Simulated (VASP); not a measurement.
**LiF: single point with PBE**

The system is LiF.

```
CELL_PARAMETERS angstrom
0.00000 2.01400 2.01400
2.01400 0.00000 2.01400
2.01400 2.01400 0.00000
ATOMIC_POSITIONS crystal
Li 0.99561 0.00000 0.00000
F 0.50000 0.50000 0.50000
```

This cell differs from its parent crystal: all Li atoms moved +0.013 Å, as atom 1 towards its neighbour atom 1 (Li) at 2.848 Å.

| Item | Value |
| --- | --- |
| Program | VASP 6.6.1 |
| Task | single point |
| Functional | PBE |
| Potentials or basis | VASP PAW PBE potentials, release 64 (Li_sv, F) |
| Cutoff | 520 eV |
| k mesh | 10 × 10 × 10 |
| Occupations | gaussian, width 0.05 eV |
| Spin | no spin polarisation |
| Dipole correction | no |
| Further INCAR settings | ALGO = Normal; EDIFF = 1e-07; NBANDS = 12 |

```yaml
Largest_force: 0.021 eV/Å
Band_gap_on_the_k_mesh: 9.09 eV, direct
```

Forces in eV/Å, atoms in the order of the input:
```
Li   0.000  0.015  0.015
F    0.000 -0.015 -0.015
```

Levels at points of the mesh, in eV from the valence-band top:
```tsv
k point	band 1	band 2	band 3	band 4	band 5	band 6	band 7	band 8	band 9	band 10
(0.00, 0.00, 0.00)	-40.92	-19.97	0.00	0.00	0.00	9.09	23.95	23.95	23.97	24.32
(0.50, 0.00, 0.00)	-40.86	-19.54	-2.52	-0.23	-0.23	10.77	16.74	18.90	18.90	30.37
(0.00, 0.50, 0.00)	-40.86	-19.54	-2.52	-0.23	-0.23	10.77	16.74	18.90	18.90	30.37
(0.50, 0.50, 0.00)	-40.85	-19.27	-3.00	-1.00	-1.00	14.81	16.47	17.45	20.24	20.24
(0.00, 0.50, 0.50)	-40.85	-19.27	-3.00	-1.00	-1.00	14.81	16.47	17.45	20.24	20.24
```

It took 10 s on 1 thread of Intel(R) Xeon(R) 6975P-C (Granite Rapids) (shared host), peak memory 0.15 GiB.

Caveat: the cell differs from its parent crystal (all Li atoms moved +0.013 Å, as atom 1 towards its neighbour atom 1 (Li) at 2.848 Å). A k mesh can miss the band edges.
